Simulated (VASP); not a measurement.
Wanted: the native input for a VASP 6.6.1 run.

```yaml
Task: single point
Functional: r2SCAN
Dispersion: rVV10
Potentials_or_basis: VASP PAW PBE potentials, release 64 (H, C)
Cutoff: 520 eV
k_mesh: 8 × 8 × 8
Occupations: fermi-dirac, width 0.02 eV
Spin: no spin polarisation
Dipole_correction: no
Further_INCAR_settings: ALGO = Normal; EDIFF = 1e-06; NBANDS = 12
```

Crystal: H4C.

```xyz
5
Lattice="-2.2527 2.2527 2.2527 2.2527 -2.2527 2.2527 2.2527 2.2527 -2.2527" Properties=species:S:1:pos:R:3 pbc="T T T"
H     1.6240    1.6240   -1.6240
H    -1.6240    1.6240    1.6240
H     1.6240   -1.6240    1.6240
H     0.6287    0.6287    0.6287
C     0.0000    0.0000    0.0000
```

The input as run:

POSCAR

```
H4C
1.0
   -2.2526877391      2.2526877391      2.2526877391
    2.2526877391     -2.2526877391      2.2526877391
    2.2526877391      2.2526877391     -2.2526877391
H C
4 1
Direct
    0.0000000000      0.0000000000      0.7209276364
    0.7209276364      0.0000000000      0.0000000000
    0.0000000000      0.7209276364      0.0000000000
    0.2790723636      0.2790723636      0.2790723636
    0.0000000000      0.0000000000      0.0000000000
```

INCAR.step1

```
SYSTEM = H4C
PREC = Accurate
ENCUT = 520
ISMEAR = -1
SIGMA = 0.02
LREAL = .False.
LASPH = .True.
NELM = 80
NBANDS = 12
GGA = PE
ALGO = Normal
EDIFF = 1E-4
LWAVE = .True.
LCHARG = .False.
```

INCAR.step2

```
SYSTEM = H4C
PREC = Accurate
ENCUT = 520
EDIFF = 1E-6
ISMEAR = -1
SIGMA = 0.02
LREAL = .False.
LASPH = .True.
NELM = 80
ALGO = Normal
ISIF = 2
LWAVE = .False.
LCHARG = .False.
METAGGA = R2SCAN
LMIXTAU = .True.
LUSE_VDW = .True.
IVDW_NL = 2
BPARAM = 11.95
CPARAM = 0.0093
NBANDS = 12
ISTART = 1
```

KPOINTS

```
Automatic mesh
0
Gamma
  8 8 8
  0 0 0
```

Potentials or basis: VASP PAW PBE potentials, release 64 (H, C).

Run with:

```bash
$ cat potpaw_PBE.64/H/POTCAR potpaw_PBE.64/C/POTCAR > POTCAR
$ cp INCAR.step1 INCAR
$ mpirun -np 1 vasp_std > vasp.out
$ cp INCAR.step2 INCAR
$ mpirun -np 1 vasp_std > vasp.out
```

Results of the run:

The pressure is 0.1 GPa, the largest force is 0.064 eV/Å and the band gap on the k mesh is 8.42 eV.

Caveat: the PAW data sets were made with another functional, which shifts forces and pressure a little.

It took 53 s on 1 thread of Intel(R) Xeon(R) 6975P-C (Granite Rapids) (shared host), peak memory 0.28 GiB.
